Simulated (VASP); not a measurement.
The system is TiSi2.

```xyz
3
Lattice="-1.4729 1.7121 4.2121 1.4729 -1.7121 4.2121 1.4729 1.7121 -4.2121" Properties=species:S:1:pos:R:3 pbc="T T T"
Ti    0.0000    0.0000    0.0000
Si    0.0000    0.0000    5.6448
Si    0.0000    0.0000    2.7793
```

* Program: VASP 6.6.1
* Task: relaxation of cell and atoms
* Functional: PBEsol
* Potentials or basis: VASP PAW PBE potentials, release 64 (Ti_sv, Si)
* Cutoff: 600 eV
* k mesh: 12 × 12 × 12
* Occupations: fermi-dirac, width 0.05 eV
* Spin: no spin polarisation

At the start: pressure -3.5 GPa; volume 14.16 Å³/atom.

How do energy, volume and symmetry change on relaxing?

Over 8 steps the energy falls by 4.1 meV/atom and the volume is 13.82 Å³/atom (-2.4 %); space group Immm (No. 71, to 0.1 Å) before and after.

Step by step:
```
step  energy change (eV)  largest force (eV/Å)  pressure (GPa)  volume (Å³)
   1              0.0000                0.0665           -3.51        42.49
   2             -0.0040                0.0094            3.21        40.61
   3             -0.0122                0.0359            0.05        41.44
   4             -0.0122                0.0367            0.01        41.46
   5             -0.0124                0.0233           -0.04        41.47
   6             -0.0124                0.0077           -0.06        41.48
   7             -0.0124                0.0002            0.03        41.45
   8             -0.0124                0.0001            0.00        41.45
```

Final structure:
```cif
data_structure
_symmetry_space_group_name_H-M 'P 1'
_symmetry_Int_Tables_number 1
_cell_length_a 4.7300
_cell_length_b 4.7300
_cell_length_c 4.7300
_cell_angle_alpha 143.922
_cell_angle_beta 137.900
_cell_angle_gamma 56.619
_cell_volume 41.45
loop_
_atom_site_label
_atom_site_type_symbol
_atom_site_fract_x
_atom_site_fract_y
_atom_site_fract_z
_atom_site_occupancy
Ti1 Ti 0.00000 0.00000 0.00000 1
Si1 Si 0.66939 0.66939 0.00000 1
Si2 Si 0.33061 0.33061 0.00000 1
```

Caveat: the PAW data sets were made with another functional, which shifts forces and pressure a little.
